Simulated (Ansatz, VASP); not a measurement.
**One calculation of Ca, two programs**

File INCAR:

```
PREC = Accurate
ENCUT = 520
EDIFF = 1E-7
ISMEAR = -1
SIGMA = 0.1
LREAL = False
LASPH = True
NELM = 80
ALGO = Normal
ISIF = 2
LWAVE = False
LCHARG = False
GGA = PE
NBANDS = 17
```

The input KPOINTS:

```
regular mesh
0
Gamma
  11 11 11
```

Contents of POSCAR:

```
Ca
1.0
    0.0000000000      4.2309146395      4.2309146395
    4.2309146395      0.0000000000      4.2309146395
    4.2309146395      4.2309146395      0.0000000000
Ca
2
Direct
    0.1250000000      0.1250000000      0.1250000000
    0.8750000000      0.8750000000      0.8750000000
```

Input for Ansatz:

```yaml
crystal:
  lattice:
    - [0.0, 4.2309146395, 4.2309146395]
    - [4.2309146395, 0.0, 4.2309146395]
    - [4.2309146395, 4.2309146395, 0.0]
  atoms:
    - { symbol: Ca, position: [0.125, 0.125, 0.125] }
    - { symbol: Ca, position: [0.875, 0.875, 0.875] }
hamiltonian:
  xc: pbe
  pseudopotentials:
    kind: paw
    azcp:
      Ca: "pseudopotentials/Ca.paw.azcp"
basis:
  ecutwfc: 420
  fft_grid_basis: typed
kpoints:
  mp_grid: { grid: [11, 11, 11], shift: [0, 0, 0] }
magnetization:
  spin_polarized: false
scf:
  occupations: { method: fermi_dirac, width: 0.1 }
output:
  stress: true
```

Alike in both runs: task single point; functional PBE; k mesh 11 × 11 × 11; occupations fermi-dirac, width 0.1 eV; no spin polarisation.

|  | VASP | Ansatz |
| --- | --- | --- |
| version | VASP 6.6.1 | Ansatz 0.2.0 |
| potentials or method | VASP PAW PBE potentials, release 64 (Ca_sv), cutoff 520 eV | plane waves (420 eV) with PAW, scalar-relativistic |
| valence electrons in the cell | 20 | 20 |

```tsv
	VASP	Ansatz	Ansatz less VASP
pressure (GPa)	0.2	0.2	+0.01
```
